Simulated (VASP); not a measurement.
# MnS (Fm-3m) in VASP: notebook

The runs below take MnS through single point, with PBE.

Program: VASP 6.6.1. These are calculated values, not measurements. Logs are shortened: lines on timing, memory, paths and dates and some standing lists are left out, and cuts for length are marked.

### Step 1. The cell of the first run

Symmetry: Fm-3m, No. 225, cubic system. Conventional cell: a = 5.240 Å, b = 5.240 Å, c = 5.240 Å, α = 90.00°, β = 90.00°, γ = 90.00°. Mn (site symmetry m-3m) has 6 S at 2.62 Å within 3.5 Å. S (site symmetry m-3m) has 6 Mn at 2.62 Å within 3.5 Å.

### Step 2. Single point, PBE

File INCAR:

```
SYSTEM = MnS
ALGO = Normal ; EDIFF = 1E-7
ENCUT = 520 ; GGA = PE
ISIF = 2 ; ISMEAR = -1
LASPH = .True. ; LCHARG = .False.
LREAL = .False. ; LWAVE = .False.
NBANDS = 16 ; NELM = 60
PREC = Accurate ; SIGMA = 0.05
```

File KPOINTS:

```
k-points
0
Gamma
  7 7 7
  0 0 0
```

File POSCAR:

```
MnS
1.0
    0.0000000000      2.6200000000      2.6200000000
    2.6200000000      0.0000000000      2.6200000000
    2.6200000000      2.6200000000      0.0000000000
Mn S
1 1
Direct
    0.0000000000      0.0000000000      0.0000000000
    0.5000000000      0.5000000000      0.5000000000
```

Potentials or basis: VASP PAW PBE potentials, release 64 (Mn_pv, S).

The run is started by

```console
$ cat potpaw_PBE.64/Mn_pv/POTCAR potpaw_PBE.64/S/POTCAR > POTCAR
$ mpirun -np 1 vasp_std > vasp.out
```

OUTCAR:

```text
SYSTEM = MnS
   EDIFF = 1E-7
   ENCUT = 520
   GGA = PE
   ISIF = 2
   ISMEAR = -1
   LASPH = .True.
   LREAL = .False.
   NELM = 60
   PREC = Accurate

 ion  position               nearest neighbor table
   1  0.000  0.000  0.000-   2 2.62   2 2.62   2 2.62   2 2.62   2 2.62   2 2.62
   2  0.500  0.500  0.500-   1 2.62   1 2.62   1 2.62   1 2.62   1 2.62   1 2.62

  LATTYP: Found a face centered cubic cell.
 ALAT       =     5.2400000000

  Lattice vectors:

 A1 = (   0.0000000000,   2.6200000000,   2.6200000000)
 A2 = (   2.6200000000,   0.0000000000,   2.6200000000)
 A3 = (   2.6200000000,   2.6200000000,   0.0000000000)

Analysis of symmetry for initial positions (statically):
=====================================================================
 Subroutine PRICEL returns:
 Original cell was already a primitive cell.

 Routine SETGRP: Setting up the symmetry group for a
 face centered cubic supercell.

 Subroutine GETGRP returns: Found 48 space group operations
 (whereof 48 operations were pure point group operations)
 out of a pool of 48 trial point group operations.

The static configuration has the point symmetry O_h .

Analysis of symmetry for dynamics (positions and initial velocities):
=====================================================================
 Subroutine PRICEL returns:
 Original cell was already a primitive cell.

 Routine SETGRP: Setting up the symmetry group for a
 face centered cubic supercell.

 Subroutine GETGRP returns: Found 48 space group operations
 (whereof 48 operations were pure point group operations)
 out of a pool of 48 trial point group operations.

The dynamic configuration has the point symmetry O_h .

 Subroutine INISYM returns: Found 48 space group operations
 (whereof 48 operations are pure point group operations),
 and found     1 'primitive' translations

----------------------------------------------------------------------------------------

                                     Primitive cell

  volume of cell :      35.9695

  direct lattice vectors                    reciprocal lattice vectors
     0.000000000  2.620000000  2.620000000    -0.190839695  0.190839695  0.190839695
     2.620000000  0.000000000  2.620000000     0.190839695 -0.190839695  0.190839695
     2.620000000  2.620000000  0.000000000     0.190839695  0.190839695 -0.190839695

  length of vectors
     3.705239533  3.705239533  3.705239533     0.330544047  0.330544047  0.330544047

  position of ions in fractional coordinates (direct lattice)
     0.000000000  0.000000000  0.000000000
     0.500000000  0.500000000  0.500000000

  ion indices of the primitive-cell ions
   primitive index   ion index
                 1           1
                 2           2

----------------------------------------------------------------------------------------

 KPOINTS: k-points

Automatic generation of k-mesh.
 Grid dimensions read from file:
 generate k-points for:    7    7    7

 Generating k-lattice:

  Cartesian coordinates                     Fractional coordinates (reciprocal lattice)
    -0.027262814  0.027262814  0.027262814     0.142857143  0.000000000  0.000000000
     0.027262814 -0.027262814  0.027262814     0.000000000  0.142857143  0.000000000
     0.027262814  0.027262814 -0.027262814     0.000000000  0.000000000  0.142857143

  Length of vectors
     0.047220578  0.047220578  0.047220578

  Shift w.r.t. Gamma in fractional coordinates (k-lattice)
     0.000000000  0.000000000  0.000000000

 Subroutine IBZKPT returns following result:
 ===========================================

 Found     20 irreducible k-points:

 Following reciprocal coordinates:
            Coordinates               Weight
  0.000000  0.000000  0.000000      1.000000
  0.142857  0.000000  0.000000      8.000000
  0.285714  0.000000  0.000000      8.000000
  0.428571  0.000000  0.000000      8.000000
  0.142857  0.142857  0.000000      6.000000
  0.285714  0.142857  0.000000     24.000000
[... 12 lines left out ...]
 -0.428571  0.428571  0.142857     24.000000
 -0.285714  0.428571  0.142857     24.000000
   k-points           NKPTS =     20   k-points in BZ     NKDIM =     20   number of bands    NBANDS=     16
   number of dos      NEDOS =    301   number of ions     NIONS =      2
   total plane-waves  NPLWV =  21952
   dimension x,y,z NGX =    28 NGY =   28 NGZ =   28
   dimension x,y,z NGXF=    56 NGYF=   56 NGZF=   56
   ions per type =               1   1
   NGX,Y,Z   is equivalent  to a cutoff of  12.56, 12.56, 12.56 a.u.
   NGXF,Y,Z  is equivalent  to a cutoff of  25.13, 25.13, 25.13 a.u.
 SYSTEM =  MnS
   PREC   = accura    normal or accurate (medium, high low for compatibility)
   ISTART =      0    job   : 0-new  1-cont  2-samecut
   ICHARG =      2    charge: 1-file 2-atom 10-const
   ISPIN  =      1    spin polarized calculation?
   LNONCOLLINEAR =      F non collinear calculations
   LSORBIT =      F    spin-orbit coupling
   LASPH  =      T    aspherical Exc in radial PAW
   ENCUT  =  520.0 eV  38.22 Ry    6.18 a.u.   6.89  6.89  6.89*2*pi/ulx,y,z
   NELM   =     60;   NELMIN=  2; NELMDL= -5     # of ELM steps
   EDIFF  = 0.1E-06   stopping-criterion for ELM
   LREAL  =      F    real-space projection
   EDIFFG = 0.1E-05   stopping-criterion for IOM
   NSW    =      0    number of steps for IOM
   IBRION =     -1    ionic relax: 0-MD 1-quasi-New 2-CG
   NFREE  =      0    steps in history (QN), initial steepest desc. (CG)
   ISIF   =      2    stress and relaxation
   ISYM   =      2    0-nonsym 1-usesym 2-fastsym
   POTIM  = 0.5000    time-step for ionic-motion
   TEBEG  =    0.0;   TEEND  =   0.0 temperature during run
   PSTRESS=    0.0 pullay stress
   NELECT =      19.0000    total number of electrons
   NUPDOWN=      -1.0000    fix difference up-down
   EMIN   =  10.00;   EMAX   =-10.00  energy-range for DOS
   EFERMI =   0.00;   METHOD = LEGACY
   ISMEAR =    -1;   SIGMA  =   0.05  broadening in eV -4-tet -1-fermi 0-gaus
   EFERMI_NEDOS =   21; number of points for ismear=-14 and -15
   IALGO  =     38    algorithm
   IMIX   =      4    mixing-type and parameters
     AMIX     =   0.40;   BMIX     =  1.00
     AMIX_MAG =   1.60;   BMIX_MAG =  1.00
  volume/ion in A,a.u.               =      17.98       121.37
  Fermi-wavevector in a.u.,A,eV,Ry     =   1.323370  2.500807 23.828008  1.751309
  Thomas-Fermi vector in A             =   2.452983
   LORBIT       =      0    0 simple, 1 ext, 2 COOP (PROOUT), +10 PAW based schemes
   GGA     = PE    functional components
   LHFCALC =     F    Hartree Fock is set to
   AEXX    =    0.0000 exact exchange contribution
   IVDW    =     0    specifies the selected vdW correction
   LEPSILON=     F    determine dielectric tensor
   LRPA    =     F    only Hartree local field effects (RPA)
 non-spin polarized calculation
  energy-cutoff  :      520.00
  volume of cell :       35.97
 maximum number of plane-waves:       984
   NGX = 13   NGY = 13   NGZ = 13

 number of electron      18.9999984 magnetization

 Free energy of the ion-electron system (eV)
  ---------------------------------------------------
  ext. energy  EPLUGINS =         0.00000000
  ---------------------------------------------------
  free energy    TOTEN  =       -11.83360621 eV

  energy without entropy =      -11.74870965  energy(sigma->0) =      -11.79115793

 E-fermi :   5.8446     XC(G=0): -10.6408

 val. band max:        5.8208545927   @ k =  -0.2857   0.1429   0.0000
 cond. band min:       5.8472224889   @ k =  -0.4286   0.4286   0.0000
 fundamental gap:      0.0263678962
 Fermi energy:         5.8445949553

 k-point     1 :       0.0000    0.0000    0.0000
  band No.  band energies     occupation
      1     -41.9361      2.00000
      2     -41.9361      2.00000
      3     -41.9361      2.00000
      4      -8.3223      2.00000
      5       4.2142      2.00000
      6       4.2142      2.00000
[... 8 lines left out ...]
     15      15.3191      0.00000
     16      15.3191      0.00000

 k-point     2 :       0.1429    0.0000    0.0000
  band No.  band energies     occupation
      1     -41.9378      2.00000
      2     -41.9364      2.00000
      3     -41.9364      2.00000
      4      -8.1394      2.00000
      5       2.8877      2.00000
      6       3.5056      2.00000
[... 8 lines left out ...]
     15      15.0736      0.00000
     16      15.0736      0.00000

 k-point     3 :       0.2857    0.0000    0.0000
  band No.  band energies     occupation
      1     -41.9414      2.00000
      2     -41.9369      2.00000
      3     -41.9369      2.00000
      4      -7.6724      2.00000
      5       1.0435      2.00000
      6       2.7589      2.00000
[... 8 lines left out ...]
     15      13.5468      0.00000
     16      13.6667      0.00000

 k-point     4 :       0.4286    0.0000    0.0000
  band No.  band energies     occupation
      1     -41.9443      2.00000
      2     -41.9373      2.00000
      3     -41.9373      2.00000
      4      -7.2150      2.00000
      5      -0.1826      2.00000
      6       2.3563      2.00000
[... 8 lines left out ...]
     15      12.3166      0.00000
     16      14.8843      0.00000

 k-point     5 :       0.1429    0.1429    0.0000
  band No.  band energies     occupation
      1     -41.9376      2.00000
      2     -41.9368      2.00000
      3     -41.9368      2.00000
      4      -8.0836      2.00000
      5       2.5282      2.00000
      6       3.6355      2.00000
[... 8 lines left out ...]
     15      14.4413      0.00000
     16      15.1437      0.00000

 k-point     6 :       0.2857    0.1429    0.0000
  band No.  band energies     occupation
      1     -41.9403      2.00000
      2     -41.9374      2.00000
      3     -41.9372      2.00000
      4      -7.7238      2.00000
      5       1.4031      2.00000
      6       2.8282      2.00000
[... 8 lines left out ...]
     15      13.4805      0.00000
     16      14.7154      0.00000

 k-point     7 :       0.4286    0.1429    0.0000
  band No.  band energies     occupation
      1     -41.9433      2.00000
      2     -41.9380      2.00000
      3     -41.9378      2.00000
      4      -7.2650      2.00000
      5       0.2738      2.00000
      6       2.1907      2.00000
[... 8 lines left out ...]
     15      13.6192      0.00000
     16      14.3035      0.00000

 k-point     8 :      -0.4286    0.1429    0.0000
  band No.  band energies     occupation
      1     -41.9441      2.00000
      2     -41.9385      2.00000
      3     -41.9376      2.00000
      4      -7.0957      2.00000
      5      -0.0990      2.00000
      6       2.0411      2.00000
[... 8 lines left out ...]
     15      12.8210      0.00000
     16      14.8721      0.00000

 k-point     9 :      -0.2857    0.1429    0.0000
  band No.  band energies     occupation
      1     -41.9424      2.00000
      2     -41.9384      2.00000
      3     -41.9371      2.00000
      4      -7.4027      2.00000
      5       0.5877      2.00000
      6       2.3541      2.00000
[... 8 lines left out ...]
     15      13.0079      0.00000
     16      13.7004      0.00000
[... 96 lines left out ...]
 k-point    15 :       0.4286    0.4286    0.0000
  band No.  band energies     occupation
      1     -41.9436      2.00000
      2     -41.9393      2.00000
      3     -41.9393      2.00000
      4      -7.0721      2.00000
      5       0.5665      2.00000
      6       2.8093      2.00000
[... 8 lines left out ...]
     15      16.0117      0.00000
     16      17.7862      0.00000

 k-point    16 :      -0.4286    0.4286    0.0000
  band No.  band energies     occupation
      1     -41.9435      2.00000
      2     -41.9401      2.00000
      3     -41.9392      2.00000
      4      -6.9789      2.00000
      5       0.6607      2.00000
      6       2.0070      2.00000
[... 8 lines left out ...]
     15      15.6659      0.00000
     16      17.0760      0.00000

 k-point    17 :       0.4286    0.2857    0.1429
  band No.  band energies     occupation
      1     -41.9419      2.00000
      2     -41.9389      2.00000
      3     -41.9376      2.00000
      4      -7.3763      2.00000
      5       0.8002      2.00000
      6       2.3911      2.00000
[... 8 lines left out ...]
     15      13.0025      0.00000
     16      15.0883      0.00000

 k-point    18 :      -0.4286    0.2857    0.1429
  band No.  band energies     occupation
      1     -41.9431      2.00000
      2     -41.9399      2.00000
      3     -41.9382      2.00000
      4      -7.0598      2.00000
      5       0.4014      2.00000
      6       1.7601      2.00000
[... 8 lines left out ...]
     15      13.6852      0.00000
     16      14.5975      0.00000

 k-point    19 :      -0.4286    0.4286    0.1429
  band No.  band energies     occupation
      1     -41.9430      2.00000
      2     -41.9401      2.00000
      3     -41.9392      2.00000
      4      -7.0060      2.00000
      5       0.7058      2.00000
      6       2.0375      2.00000
[... 8 lines left out ...]
     15      14.2195      0.00000
     16      16.0072      0.00000

 k-point    20 :      -0.2857    0.4286    0.1429
  band No.  band energies     occupation
      1     -41.9420      2.00000
      2     -41.9416      2.00000
      3     -41.9391      2.00000
      4      -6.9413      2.00000
      5       1.0739      2.00000
      6       1.1403      2.00000
[... 8 lines left out ...]
     15      14.0174      0.00000
     16      14.2823      0.00000

------------------------ aborting loop because EDIFF is reached ----------------------------------------

  FORCE on cell =-STRESS in cart. coord.  units (eV):
  Direction    XX          YY          ZZ          XY          YZ          ZX
  --------------------------------------------------------------------------------------
  -------------------------------------------------------------------------------------
  Total       -5.2894671     -5.2894671     -5.2894671      0.0000000     -0.0000000     -0.0000000
  in kB     -235.6072389   -235.6072389   -235.6072389      0.0000000     -0.0000000     -0.0000000
  external PRESSURE =    -235.6072389 kB  Pullay stress =       0.0000000 kB

 VOLUME and BASIS-vectors are now :
 -----------------------------------------------------------------------------
  energy-cutoff  :      520.00
  volume of cell :       35.97
      direct lattice vectors                 reciprocal lattice vectors
     0.000000000  2.620000000  2.620000000    -0.190839695  0.190839695  0.190839695
     2.620000000  0.000000000  2.620000000     0.190839695 -0.190839695  0.190839695
     2.620000000  2.620000000  0.000000000     0.190839695  0.190839695 -0.190839695

 POSITION                                       TOTAL-FORCE (eV/Angst)
 -----------------------------------------------------------------------------------
      0.00000      0.00000      0.00000        -0.000000     -0.000000     -0.000000
      2.62000      2.62000      2.62000         0.000000      0.000000      0.000000
 -----------------------------------------------------------------------------------
    total drift:                               -0.000000      0.000000      0.000000

  FREE ENERGIE OF THE ION-ELECTRON SYSTEM (eV)
  ---------------------------------------------------
  free  energy   TOTEN  =       -11.8336062070 eV

  energy  without entropy=      -11.7487096542  energy(sigma->0) =      -11.79115793
```

It took 16 s on 1 thread of AMD EPYC 9R14 (Zen 4), shared host; peak memory 0.12 GiB.

Results:

- Free energy: -11.8336 eV
- Pressure: -23.6 GPa
- Band gap on the k mesh: zero (an odd number of electrons rules out a gap without spin polarisation)

Levels at points of the mesh, in eV from the Fermi level:
| k point | band 6 | band 7 | band 8 | band 9 | band 10 | band 11 | band 12 | band 13 |
| --- | --- | --- | --- | --- | --- | --- | --- | --- |
| (0.00, 0.00, 0.00) | -1.63 | -1.63 | -0.83 | -0.83 | -0.83 | -0.75 | -0.75 | 2.48 |

Caveat: the cell stands under tension; the run has no spin polarisation, though such a crystal can be magnetic; semilocal functionals often make such compounds metallic where correlation or magnetic order opens a gap, which also shifts bond lengths.

(Part 1 of 2 ends here.)
